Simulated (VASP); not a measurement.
Pd, 1 atom in the cell. Symmetry: Fm-3m, No. 225, cubic system. The conventional cell has a = 3.893 Å, b = 3.893 Å, c = 3.893 Å, α = 90.00°, β = 90.00°, γ = 90.00°. Pd (site symmetry m-3m) has 12 Pd at 2.75 Å within 3.6 Å. 

```yaml
Program: VASP 6.6.1
Task: single point
Functional: BLYP
Potentials_or_basis: VASP PAW PBE potentials, release 64 (Pd)
Cutoff: 520 eV
k_mesh: 12 × 12 × 12
Occupations: fermi-dirac, width 0.05 eV
Spin: no spin polarisation
Dipole_correction: no
Further_INCAR_settings: ALGO = Fast; EDIFF = 1e-06; NBANDS = 11
```

Potentials or basis: VASP PAW PBE potentials, release 64 (Pd).

The run is started by

```sh
$ cat potpaw_PBE.64/Pd/POTCAR > POTCAR
$ mpirun -np 1 vasp_std > vasp.out
```

Hardware: 1 thread of Intel(R) Xeon(R) Platinum 8488C (Sapphire Rapids), on a shared host.

Q: Estimate the wall time of this run.

A: It took 13 s on 1 thread of Intel(R) Xeon(R) Platinum 8488C (Sapphire Rapids), with other jobs on the host, peak memory 0.13 GiB. Counts: scf iterations 12, k points 72.
